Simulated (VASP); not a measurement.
**SiNi3: single point with PBE**

SiNi3:

```
Si Ni
1.0
     3.50626    0.00000    0.02630
     0.00000    3.50626    0.00000
     0.02630    0.00000    3.50626
Si Ni
1 3
Direct
  0.00000 0.00000 0.00000
  0.00000 0.50000 0.50000
  0.50000 0.00000 0.50000
  0.50000 0.50000 0.00000
```

This cell differs from its parent crystal: strain +0.0150 x Voigt [0, 0, 0, 0, 1, 0].

- Program: VASP 6.6.1
- Task: single point
- Functional: PBE
- Potentials or basis: VASP PAW PBE potentials, release 64 (Si, Ni)
- Cutoff: 520 eV
- k mesh: 14 × 14 × 14
- Occupations: gaussian, width 0.15 eV
- Spin: no spin polarisation
- Dipole correction: no
- Further INCAR settings: ALGO = Fast; EDIFF = 1e-06; NBANDS = 25

```yaml
Pressure: 0.2 GPa
Band_gap_on_the_k_mesh: zero (band 17 reaches 10.68 eV, above the bottom of band 18 at 10.45 eV)
```

Stress tensor (GPa, compression positive):
```
 0.23  0.00 -1.95
 0.00  0.13  0.00
-1.95  0.00  0.23
```

Levels at points of the mesh, in eV from the Fermi level:
| k point | band 13 | band 14 | band 15 | band 16 | band 17 | band 18 | band 19 | band 20 | band 21 | band 22 |
| --- | --- | --- | --- | --- | --- | --- | --- | --- | --- | --- |
| (0.00, 0.00, 0.00) | -0.87 | -0.64 | -0.64 | -0.32 | 0.01 | 0.01 | 0.02 | 4.81 | 6.31 | 6.31 |
| (0.50, 0.00, 0.00) | -1.33 | -1.31 | -1.16 | -0.57 | 0.01 | 3.58 | 3.58 | 5.06 | 5.25 | 5.37 |
| (0.00, 0.50, 0.00) | -1.31 | -1.29 | -1.16 | -0.57 | 0.01 | 3.53 | 3.64 | 5.19 | 5.22 | 5.29 |
| (0.50, 0.50, 0.00) | -1.45 | -1.44 | -1.13 | -1.03 | -0.96 | 0.63 | 0.63 | 5.57 | 6.31 | 7.65 |
| (0.50, 0.00, 0.50) | -1.44 | -1.40 | -1.13 | -1.03 | -0.96 | 0.58 | 0.69 | 5.57 | 6.32 | 7.58 |
| (0.50, 0.50, 0.50) | -1.41 | -1.25 | -1.25 | -0.41 | -0.25 | -0.22 | -0.20 | 1.19 | 3.90 | 4.01 |

It took 13 min on 1 thread of Intel(R) Xeon(R) Platinum 8259CL CPU @ 2.50GHz (Skylake/Cascade Lake), with other jobs on the host, peak memory 0.48 GiB.

Caveat: the cell differs from its parent crystal (strain +0.0150 x Voigt [0, 0, 0, 0, 1, 0]). Spin polarisation is off, so any magnetic state and its effect on volume and gap are missing.
